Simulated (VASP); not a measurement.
Here is a VASP 6.6.1 calculation.

File INCAR:

```
SYSTEM = ScAl3
  PREC = Accurate
  ENCUT = 520
  EDIFF = 1E-6
  ISMEAR = 0
  SIGMA = 0.15
  LREAL = .False.
  LASPH = .True.
  NELM = 60
  ALGO = Fast
  ISIF = 2
  LWAVE = .False.
  LCHARG = .True.
  GGA = PE
  LELF = .True.
  LVHAR = .True.
  NBANDS = 18
```

The input KPOINTS:

```
regular mesh
0
Gamma
  12 12 12
  0 0 0
```

File POSCAR:

```
ScAl3
1.0
    3.9411173721      0.0000000000      0.0000000000
    0.0000000000      3.9411173721      0.0000000000
    0.0000000000      0.0000000000      4.2695438197
Sc Al
1 3
Direct
    0.0000000000      0.0000000000      0.0000000000
    0.5000000000      0.0000000000      0.5000000000
    0.0000000000      0.5000000000      0.5000000000
    0.5000000000      0.5000000000      0.0000000000
```

Potentials or basis: VASP PAW PBE potentials, release 64 (Sc_sv, Al).

Run with:

```sh
$ cat potpaw_PBE.64/Sc_sv/POTCAR potpaw_PBE.64/Al/POTCAR > POTCAR
$ mpirun -np 1 vasp_std > vasp.out
```

(1) Estimate the band gap on the k mesh.

(2) Estimate the pressure.

Results:

(1) zero (band 10 reaches 8.89 eV, above the bottom of band 11 at 4.69 eV).

(2) 4.5 GPa.

Caveat: the cell differs from its parent crystal (strain -0.040 along x and y, +0.040 along z).
